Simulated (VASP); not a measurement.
# BaTiO3 (R3m) in VASP: a series of runs

The runs below take BaTiO3 through single point, with r2SCAN.

All numbers are computed with VASP 6.6.1; they aren't measurements. Logs are shortened: lines on timing, memory, paths and dates and some standing lists are left out, and cuts for length are marked.

### Step 1. The cell of the first run

The typed cell holds 5 atoms: a = 3.856 Å, b = 3.856 Å, c = 3.856 Å, α = 90.00°, β = 90.00°, γ = 90.00°.

### Step 2. Single point, r2SCAN (11.46 Å³/atom)

The input, POSCAR:

```
BaTiO3
1.0
    2.7264611578      1.5741230834      2.2261381460
   -2.7264611578      1.5741230834      2.2261381460
    0.0000000000     -3.1482461668      2.2261381460
Ba Ti O
1 1 3
Direct
    0.0037313171      0.0037313171      0.0037313171
    0.5034500155      0.5034500155      0.5034500155
    0.5039800205      0.5039800205      0.0040586265
    0.0040586265      0.5039800205      0.5039800205
    0.5039800205      0.0040586265      0.5039800205
```

The input, INCAR.step1:

```
SYSTEM = BaTiO3
ALGO = Normal
EDIFF = 1E-4
ENCUT = 520
GGA = PE
ISMEAR = 0
LASPH = .True.
LCHARG = .False.
LREAL = .False.
LWAVE = .True.
NBANDS = 28
NELM = 60
PREC = Accurate
SIGMA = 0.02
```

The input, INCAR.step2:

```
SYSTEM = BaTiO3
ALGO = Normal
EDIFF = 1E-7
ENCUT = 520
ISIF = 2
ISMEAR = 0
ISTART = 1
LASPH = .True.
LCHARG = .False.
LMIXTAU = .True.
LREAL = .False.
LWAVE = .False.
METAGGA = R2SCAN
NBANDS = 28
NELM = 60
PREC = Accurate
SIGMA = 0.02
```

The input, KPOINTS:

```
k-points
0
Gamma
  6 6 6
  0 0 0
```

Potentials or basis: VASP PAW PBE potentials, release 64 (Ba_sv, Ti_sv, O).

On the command line:

```
cat potpaw_PBE.64/Ba_sv/POTCAR potpaw_PBE.64/Ti_sv/POTCAR potpaw_PBE.64/O/POTCAR > POTCAR
cp INCAR.step1 INCAR
mpirun -np 1 vasp_std > vasp.out
cp INCAR.step2 INCAR
mpirun -np 1 vasp_std > vasp.out
```

OUTCAR:

```text
SYSTEM = BaTiO3
   EDIFF = 1E-7
   ENCUT = 520
   ISIF = 2
   ISMEAR = 0
   ISTART = 1
   LASPH = .True.
   LREAL = .False.
   METAGGA = R2SCAN
   NELM = 60
   PREC = Accurate

 ion  position               nearest neighbor table
   1  0.004  0.004  0.004-   4 2.73   5 2.73   3 2.73   3 2.73   3 2.73   5 2.73   4 2.73   4 2.73
                             5 2.73   4 2.73   5 2.73   3 2.73   2 3.34   2 3.34   2 3.34   2 3.34
   2  0.503  0.503  0.503-   4 1.93   5 1.93   3 1.93   5 1.93   4 1.93   3 1.93   1 3.34   1 3.34
                             1 3.34   1 3.34   1 3.34   1 3.34   1 3.34   1 3.34
   3  0.504  0.504  0.004-   2 1.93   2 1.93   1 2.73   1 2.73   1 2.73   1 2.73
   4  0.004  0.504  0.504-   2 1.93   2 1.93   1 2.73   1 2.73   1 2.73   1 2.73
   5  0.504  0.004  0.504-   2 1.93   2 1.93   1 2.73   1 2.73   1 2.73   1 2.73

  LATTYP: Found a simple cubic cell.
 ALAT       =     3.8557936890

  Lattice vectors:

 A1 = (   2.7264611578,   1.5741230834,   2.2261381460)
 A2 = (  -2.7264611578,   1.5741230834,   2.2261381460)
 A3 = (   0.0000000000,  -3.1482461668,   2.2261381460)

Analysis of symmetry for initial positions (statically):
=====================================================================
 Subroutine PRICEL returns:
 Original cell was already a primitive cell.

 Routine SETGRP: Setting up the symmetry group for a
 simple cubic supercell.

 Subroutine GETGRP returns: Found  6 space group operations
 (whereof  6 operations were pure point group operations)
 out of a pool of 48 trial point group operations.

The static configuration has the point symmetry C_3v.

Analysis of symmetry for dynamics (positions and initial velocities):
=====================================================================
 Subroutine PRICEL returns:
 Original cell was already a primitive cell.

 Routine SETGRP: Setting up the symmetry group for a
 simple cubic supercell.

 Subroutine GETGRP returns: Found  6 space group operations
 (whereof  6 operations were pure point group operations)
 out of a pool of 48 trial point group operations.

The dynamic configuration has the point symmetry C_3v.

 Subroutine INISYM returns: Found  6 space group operations
 (whereof  6 operations are pure point group operations),
 and found     1 'primitive' translations

----------------------------------------------------------------------------------------

                                     Primitive cell

  volume of cell :      57.3246

  direct lattice vectors                    reciprocal lattice vectors
     2.726461158  1.574123083  2.226138146     0.183387905  0.105879056  0.149736140
    -2.726461158  1.574123083  2.226138146    -0.183387905  0.105879056  0.149736140
     0.000000000 -3.148246167  2.226138146     0.000000000 -0.211758113  0.149736140

  length of vectors
     3.855793689  3.855793689  3.855793689     0.259349976  0.259349976  0.259349976

  position of ions in fractional coordinates (direct lattice)
     0.003731317  0.003731317  0.003731317
     0.503450016  0.503450016  0.503450016
     0.503980021  0.503980021  0.004058626
     0.004058626  0.503980021  0.503980021
     0.503980021  0.004058626  0.503980021

  ion indices of the primitive-cell ions
   primitive index   ion index
                 1           1
                 2           2
                 3           3
                 4           4
                 5           5

----------------------------------------------------------------------------------------

 KPOINTS: k-points

Automatic generation of k-mesh.
 Grid dimensions read from file:
 generate k-points for:    6    6    6

 Generating k-lattice:

  Cartesian coordinates                     Fractional coordinates (reciprocal lattice)
     0.030564651  0.017646509  0.024956023     0.166666667  0.000000000 -0.000000000
    -0.030564651  0.017646509  0.024956023     0.000000000  0.166666667 -0.000000000
     0.000000000 -0.035293019  0.024956023    -0.000000000 -0.000000000  0.166666667

  Length of vectors
     0.043224996  0.043224996  0.043224996

  Shift w.r.t. Gamma in fractional coordinates (k-lattice)
     0.000000000  0.000000000  0.000000000

 Subroutine IBZKPT returns following result:
 ===========================================

 Found     32 irreducible k-points:

 Following reciprocal coordinates:
            Coordinates               Weight
  0.000000  0.000000  0.000000      1.000000
  0.166667  0.000000 -0.000000      6.000000
  0.333333  0.000000  0.000000      6.000000
  0.500000  0.000000  0.000000      3.000000
  0.166667  0.166667 -0.000000      6.000000
 -0.166667  0.166667  0.000000      6.000000
[... 16 lines left out ...]
 -0.166667  0.333333  0.333333      6.000000
  0.500000  0.333333  0.166667     12.000000
 [... further k-points ...]
   k-points           NKPTS =     32   k-points in BZ     NKDIM =     32   number of bands    NBANDS=     28
   number of dos      NEDOS =    301   number of ions     NIONS =      5
   total plane-waves  NPLWV =  27000
   dimension x,y,z NGX =    30 NGY =   30 NGZ =   30
   dimension x,y,z NGXF=    60 NGYF=   60 NGZF=   60
   ions per type =               1   1   3
   NGX,Y,Z   is equivalent  to a cutoff of  12.93, 12.93, 12.93 a.u.
   NGXF,Y,Z  is equivalent  to a cutoff of  25.87, 25.87, 25.87 a.u.
 SYSTEM =  BaTiO3
   PREC   = accura    normal or accurate (medium, high low for compatibility)
   ISTART =      1    job   : 0-new  1-cont  2-samecut
   ICHARG =      0    charge: 1-file 2-atom 10-const
   ISPIN  =      1    spin polarized calculation?
   LNONCOLLINEAR =      F non collinear calculations
   LSORBIT =      F    spin-orbit coupling
   LASPH  =      T    aspherical Exc in radial PAW
   ENCUT  =  520.0 eV  38.22 Ry    6.18 a.u.   7.17  7.17  7.17*2*pi/ulx,y,z
   NELM   =     60;   NELMIN=  2; NELMDL=  0     # of ELM steps
   EDIFF  = 0.1E-06   stopping-criterion for ELM
   LREAL  =      F    real-space projection
   EDIFFG = 0.1E-05   stopping-criterion for IOM
   NSW    =      0    number of steps for IOM
   IBRION =     -1    ionic relax: 0-MD 1-quasi-New 2-CG
   NFREE  =      0    steps in history (QN), initial steepest desc. (CG)
   ISIF   =      2    stress and relaxation
   ISYM   =      2    0-nonsym 1-usesym 2-fastsym
   POTIM  = 0.5000    time-step for ionic-motion
   TEBEG  =    0.0;   TEEND  =   0.0 temperature during run
   PSTRESS=    0.0 pullay stress
   NELECT =      40.0000    total number of electrons
   NUPDOWN=      -1.0000    fix difference up-down
   EMIN   =  10.00;   EMAX   =-10.00  energy-range for DOS
   EFERMI =   0.00;   METHOD = LEGACY
   ISMEAR =     0;   SIGMA  =   0.02  broadening in eV -4-tet -1-fermi 0-gaus
   EFERMI_NEDOS =   21; number of points for ismear=-14 and -15
   IALGO  =     38    algorithm
   IMIX   =      4    mixing-type and parameters
     AMIX     =   0.40;   BMIX     =  1.00
     AMIX_MAG =   1.60;   BMIX_MAG =  1.00
  volume/ion in A,a.u.               =      11.46        77.37
  Fermi-wavevector in a.u.,A,eV,Ry     =   1.452048  2.743973 28.687123  2.108444
  Thomas-Fermi vector in A             =   2.569475
   LORBIT       =      0    0 simple, 1 ext, 2 COOP (PROOUT), +10 PAW based schemes
   METAGGA = R2SCAN    functional components
   LHFCALC =     F    Hartree Fock is set to
   AEXX    =    0.0000 exact exchange contribution
   IVDW    =     0    specifies the selected vdW correction
   LEPSILON=     F    determine dielectric tensor
   LRPA    =     F    only Hartree local field effects (RPA)
 non-spin polarized calculation
 Gauss-broadening in eV      SIGMA  =   0.02
  energy-cutoff  :      520.00
  volume of cell :       57.32
 maximum number of plane-waves:      1568
 NGX is ok and might be reduce to    30
   NGX = 15   NGY = 15   NGZ = 15

 number of electron      40.0000003 magnetization

 Free energy of the ion-electron system (eV)
  ---------------------------------------------------
  ext. energy  EPLUGINS =         0.00000000
  ---------------------------------------------------
  free energy    TOTEN  =       -73.68503114 eV

  energy without entropy =      -73.68503114  energy(sigma->0) =      -73.68503114

 E-fermi :   4.6650     XC(G=0): -12.5693

 val. band max:        4.4420802596   @ k =   0.5000   0.5000   0.5000
 cond. band min:       6.8325384153   @ k =   0.0000   0.0000   0.0000
 fundamental gap:      2.3904581558
 Fermi energy:         4.6649678438

 k-point     1 :       0.0000    0.0000    0.0000
  band No.  band energies     occupation
      1     -53.8980      2.00000
      2     -29.1353      2.00000
      3     -29.1352      2.00000
      4     -29.1352      2.00000
      5     -20.8300      2.00000
      6     -13.6261      2.00000
[... 20 lines left out ...]
     27      10.2106      0.00000
     28      14.1660      0.00000

 k-point     2 :       0.1667    0.0000   -0.0000
  band No.  band energies     occupation
      1     -53.8974      2.00000
      2     -29.1612      2.00000
      3     -29.1343      2.00000
      4     -29.1343      2.00000
      5     -20.7722      2.00000
      6     -13.7048      2.00000
[... 20 lines left out ...]
     27      10.8535      0.00000
     28      14.1733      0.00000

 k-point     3 :       0.3333    0.0000    0.0000
  band No.  band energies     occupation
      1     -53.8963      2.00000
      2     -29.2124      2.00000
      3     -29.1324      2.00000
      4     -29.1324      2.00000
      5     -20.6519      2.00000
      6     -13.9822      2.00000
[... 20 lines left out ...]
     27      12.3603      0.00000
     28      13.9348      0.00000

 k-point     4 :       0.5000    0.0000    0.0000
  band No.  band energies     occupation
      1     -53.8958      2.00000
      2     -29.2377      2.00000
      3     -29.1315      2.00000
      4     -29.1315      2.00000
      5     -20.5890      2.00000
      6     -14.1364      2.00000
[... 578 lines left out ...]
     27      14.0686      0.00000
     28      14.2687      0.00000

 k-point    23 :      -0.1667    0.3333    0.3333
  band No.  band energies     occupation
      1     -53.8942      2.00000
      2     -29.2071      2.00000
      3     -29.2057      2.00000
      4     -29.1546      2.00000
      5     -20.4998      2.00000
      6     -13.5068      2.00000
[... 20 lines left out ...]
     27      14.0686      0.00000
     28      14.2686      0.00000

 k-point    24 :       0.5000    0.3333    0.1667
  band No.  band energies     occupation
      1     -53.8937      2.00000
      2     -29.2310      2.00000
      3     -29.2049      2.00000
      4     -29.1536      2.00000
      5     -20.4608      2.00000
      6     -13.4613      2.00000
[... 20 lines left out ...]
     27      13.8893      0.00000
     28      14.4867      0.00000

 [... further k-points ...]

------------------------ aborting loop because EDIFF is reached ----------------------------------------

  FORCE on cell =-STRESS in cart. coord.  units (eV):
  Direction    XX          YY          ZZ          XY          YZ          ZX
  --------------------------------------------------------------------------------------
  -------------------------------------------------------------------------------------
  Total        9.7165647      9.7165647      9.7160178      0.0000000      0.0000000      0.0000000
  in kB      271.5701070    271.5701070    271.5548215      0.0000000      0.0000000      0.0000000
  external PRESSURE =     271.5650119 kB  Pullay stress =       0.0000000 kB

 VOLUME and BASIS-vectors are now :
 -----------------------------------------------------------------------------
  energy-cutoff  :      520.00
  volume of cell :       57.32
      direct lattice vectors                 reciprocal lattice vectors
     2.726461158  1.574123083  2.226138146     0.183387905  0.105879056  0.149736140
    -2.726461158  1.574123083  2.226138146    -0.183387905  0.105879056  0.149736140
     0.000000000 -3.148246167  2.226138146     0.000000000 -0.211758113  0.149736140

 POSITION                                       TOTAL-FORCE (eV/Angst)
 -----------------------------------------------------------------------------------
      0.00000      0.00000      0.02492         0.000000     -0.000000      0.009788
      0.00000      0.00000      3.36225         0.000000     -0.000000     -0.001250
      0.00000      1.57388      2.25289         0.000000      0.014090     -0.002846
     -1.36302     -0.78694      2.25289        -0.012202     -0.007045     -0.002846
      1.36302     -0.78694      2.25289         0.012202     -0.007045     -0.002846
 -----------------------------------------------------------------------------------
    total drift:                                0.000000     -0.000005     -0.040012

  FREE ENERGIE OF THE ION-ELECTRON SYSTEM (eV)
  ---------------------------------------------------
  free  energy   TOTEN  =       -73.6850311355 eV

  energy  without entropy=      -73.6850311355  energy(sigma->0) =      -73.68503114
```

It took 4.3 min on 1 thread of Intel Xeon 8259CL, shared host; peak memory 0.21 GiB.

What came out:

```yaml
Free_energy: -73.6850 eV
Pressure: 27.2 GPa
Largest_force: 0.014 eV/Å
Band_gap_on_the_k_mesh: 2.39 eV (least direct gap 2.42 eV)
```

Forces on the atoms (eV/Å):
```
Ba   0.000  0.000  0.010
Ti   0.000  0.000 -0.001
O    0.000  0.014 -0.003
O   -0.012 -0.007 -0.003
O    0.012 -0.007 -0.003
```

Caveat: the cell stands under pressure; the PAW data sets were made with another functional, which shifts forces and pressure a little; spin-orbit coupling is left out, which moves the levels of the heavy elements.

### Step 3. Single point, r2SCAN (11.86 Å³/atom)

This run uses another cell than the first one, of 11.86 Å³/atom.

Changes to POSCAR since step 2:

```diff
@@ -2,5 +2,5 @@
 1.0
-    2.7264611578      1.5741230834      2.2261381460
-   -2.7264611578      1.5741230834      2.2261381460
-    0.0000000000     -3.1482461668      2.2261381460
+    2.7570981171      1.5918113401      2.2511530279
+   -2.7570981171      1.5918113401      2.2511530279
+    0.0000000000     -3.1836226802      2.2511530279
 Ba Ti O
```

The input, INCAR.step1:

```
ALGO     = Normal         # electronic algorithm
EDIFF    = 1E-4           # SCF threshold, eV
ENCUT    = 520            # plane-wave cutoff, eV
GGA      = PE             # functional
ISMEAR   = 0              # smearing method
LASPH    = T              # aspherical terms in the spheres
LCHARG   = F              # write CHGCAR
LREAL    = F              # projectors in reciprocal space
LWAVE    = T              # write WAVECAR
NBANDS   = 28             # bands
NELM     = 100            # most SCF steps
PREC     = Accurate       # precision mode
SIGMA    = 0.02           # smearing width, eV
```

The input, INCAR.step2:

```
ALGO     = Normal         # electronic algorithm
EDIFF    = 1E-6           # SCF threshold, eV
ENCUT    = 520            # plane-wave cutoff, eV
ISIF     = 2              # what is computed and relaxed
ISMEAR   = 0              # smearing method
ISTART   = 1            
LASPH    = T              # aspherical terms in the spheres
LCHARG   = F              # write CHGCAR
LMIXTAU  = T            
LREAL    = F              # projectors in reciprocal space
LWAVE    = F              # write WAVECAR
METAGGA  = R2SCAN         # meta-GGA
NBANDS   = 28             # bands
NELM     = 100            # most SCF steps
PREC     = Accurate       # precision mode
SIGMA    = 0.02           # smearing width, eV
```

The input, KPOINTS:

```
k-points
0
Gamma
  6 6 6
```

Potentials or basis: VASP PAW PBE potentials, release 64 (Ba_sv, Ti_sv, O).

On the command line:

```
cat potpaw_PBE.64/Ba_sv/POTCAR potpaw_PBE.64/Ti_sv/POTCAR potpaw_PBE.64/O/POTCAR > POTCAR
cp INCAR.step1 INCAR
mpirun -np 1 vasp_std > vasp.out
cp INCAR.step2 INCAR
mpirun -np 1 vasp_std > vasp.out
```

Run time: 5.2 min. Hardware: 1 thread of Intel Xeon 8259CL, shared host; peak memory 0.21 GiB.

It converged, with:

* Free energy: -73.9616 eV
* Pressure: 17.9 GPa
* Largest force: 0.007 eV/Å
* Band gap on the k mesh: 2.32 eV (least direct gap 2.39 eV)

Forces in eV/Å, atoms in the order of the input:
```
Ba   0.000  0.000  0.007
Ti   0.000  0.000 -0.004
O    0.000  0.007 -0.001
O   -0.006 -0.004 -0.001
O    0.006 -0.004 -0.001
```

Levels at points of the mesh, in eV from the valence-band top:
| k point | band 18 | band 19 | band 20 | band 21 | band 22 | band 23 |
| --- | --- | --- | --- | --- | --- | --- |
| (0.00, 0.00, 0.00) | -0.07 | -0.07 | -0.07 | 2.32 | 2.32 | 2.32 |
| (0.50, 0.00, 0.00) | -1.91 | -0.74 | -0.74 | 2.51 | 4.29 | 4.29 |
| (0.50, 0.50, 0.00) | -0.83 | -0.83 | -0.10 | 4.30 | 4.30 | 4.78 |
| (0.50, 0.50, 0.50) | 0.00 | 0.00 | 0.00 | 5.09 | 5.09 | 5.09 |

Caveat: the cell stands under pressure; the PAW data sets were made with another functional, which shifts forces and pressure a little; spin-orbit coupling is left out, which moves the levels of the heavy elements. A k mesh can miss the band edges.

### Step 4. Single point, r2SCAN (12.25 Å³/atom)

This run uses another cell than the first one, of 12.25 Å³/atom.

The input, POSCAR:

```
BaTiO3
1.0
    2.7860578056      1.6085312240      2.2772760406
   -2.7860578056      1.6085312240      2.2772760406
    0.0000000000     -3.2170624480      2.2772760406
Ba Ti O
1 1 3
Direct
    0.0007979616      0.0007979616      0.0007979616
    0.4933997485      0.4933997485      0.4933997485
    0.5072419872      0.5072419872      0.0105183155
    0.0105183155      0.5072419872      0.5072419872
    0.5072419872      0.0105183155      0.5072419872
```

The input, INCAR.step1:

```
SYSTEM = BaTiO3
  PREC = Accurate
  ENCUT = 520
  ISMEAR = 0
  SIGMA = 0.02
  LREAL = .False.
  LASPH = .True.
  NELM = 80
  NBANDS = 28
  GGA = PE
  ALGO = Normal
  EDIFF = 1E-4
  LWAVE = .True.
  LCHARG = .False.
```

The input, INCAR.step2:

```
SYSTEM = BaTiO3
  PREC = Accurate
  ENCUT = 520
  EDIFF = 1E-7
  ISMEAR = 0
  SIGMA = 0.02
  LREAL = .False.
  LASPH = .True.
  NELM = 80
  ALGO = Normal
  ISIF = 2
  LWAVE = .False.
  LCHARG = .False.
  METAGGA = R2SCAN
  LMIXTAU = .True.
  NBANDS = 28
  ISTART = 1
```

The input, KPOINTS:

```
regular mesh
0
Gamma
  6 6 6
  0 0 0
```

On the command line:

```
cat potpaw_PBE.64/Ba_sv/POTCAR potpaw_PBE.64/Ti_sv/POTCAR potpaw_PBE.64/O/POTCAR > POTCAR
cp INCAR.step1 INCAR
mpirun -np 1 vasp_std > vasp.out
cp INCAR.step2 INCAR
mpirun -np 1 vasp_std > vasp.out
```

Run time: 6.9 min. Hardware: 1 thread of Intel Xeon 8259CL, shared host; peak memory 0.21 GiB.

The run converged. Its results:

* Free energy: -74.1323 eV
* Pressure: 11.1 GPa
* Largest force: 0.101 eV/Å
* Band gap on the k mesh: 2.45 eV (least direct gap 2.65 eV)

Forces on the atoms (eV/Å):
```
Ba   0.000  0.000  0.020
Ti   0.000  0.000  0.101
O    0.000  0.041 -0.040
O   -0.036 -0.021 -0.040
O    0.036 -0.021 -0.040
```

Levels at points of the mesh, in eV from the valence-band top:
```tsv
k point	band 17	band 18	band 19	band 20	band 21	band 22	band 23	band 24
(0.00, 0.00, 0.00)	-1.19	-0.25	-0.20	-0.20	2.45	2.45	2.51	4.70
(0.50, 0.00, 0.00)	-1.84	-1.78	-0.83	-0.79	2.63	4.20	4.23	4.70
(0.50, 0.50, 0.00)	-1.72	-0.86	-0.85	-0.10	4.23	4.24	4.67	5.60
(0.50, 0.50, 0.50)	-2.37	-0.01	-0.01	0.00	4.91	4.96	4.96	7.59
```

Caveat: the cell stands under pressure; the PAW data sets were made with another functional, which shifts forces and pressure a little; spin-orbit coupling is left out, which moves the levels of the heavy elements.

(Part 1 of 2 ends here.)
